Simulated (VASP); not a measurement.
YAl3N4: single point with PBE

Crystal: YAl3N4.

```
CELL_PARAMETERS angstrom
-2.40834 2.40834 4.81668
2.40834 -2.40834 4.81668
2.40834 2.40834 -4.81668
ATOMIC_POSITIONS crystal
Y 0.00000 0.00000 0.00000
Al 0.50000 0.50000 0.00000
Al 0.75000 0.25000 0.50000
Al 0.25000 0.75000 0.50000
N 0.75000 0.75000 0.00000
N 0.25000 0.25000 0.00000
N 0.50000 0.00000 0.50000
N 0.00000 0.50000 0.50000
```

```json
{
 "Program": "VASP 6.6.1",
 "Task": "single point",
 "Functional": "PBE",
 "Potentials or basis": "VASP PAW PBE potentials, release 64 (Y_sv, Al, N)",
 "Cutoff": "600 eV",
 "k mesh": "6 × 6 × 6",
 "Occupations": "gaussian, width 0.1 eV",
 "Spin": "no spin polarisation"
}
```

```json
{"Pressure": "-31.0 GPa", "Largest force": "1.522 eV/Å", "Band gap on the k mesh": "zero (filled and empty bands touch)"}
```

Forces in eV/Å, atoms in the order of the input:
```
Y    0.000  0.000  0.000
Al   0.000  0.000  0.000
Al   0.000  0.000  0.000
Al   0.000  0.000  0.000
N    0.000  0.000 -1.522
N    0.000  0.000  1.522
N    0.000  0.000  0.000
N    0.000  0.000  0.000
```

Stress tensor (GPa, compression positive):
```
-29.95   0.00   0.00
  0.00 -29.95   0.00
  0.00   0.00 -33.06
```

Levels at points of the mesh, in eV from the Fermi level:
| k point | band 18 | band 19 | band 20 | band 21 | band 22 | band 23 |
| --- | --- | --- | --- | --- | --- | --- |
| (0.00, 0.00, 0.00) | -0.41 | -0.33 | -0.02 | -0.02 | 1.38 | 2.82 |
| (0.50, 0.00, 0.00) | -1.18 | -0.67 | -0.49 | 2.98 | 3.24 | 3.88 |
| (0.50, 0.50, 0.00) | -0.93 | -0.88 | -0.78 | 3.15 | 3.44 | 4.35 |
| (0.50, 0.50, 0.50) | -1.29 | -0.20 | -0.20 | 0.02 | 1.33 | 2.62 |

It took 4 min on 1 thread of Intel Xeon 8259CL, on a shared host, peak memory 0.42 GiB.

Caveat: the cell stands under tension; forces of over 1 eV/Å act on the atoms, so gaps and moduli don't describe the material at rest.
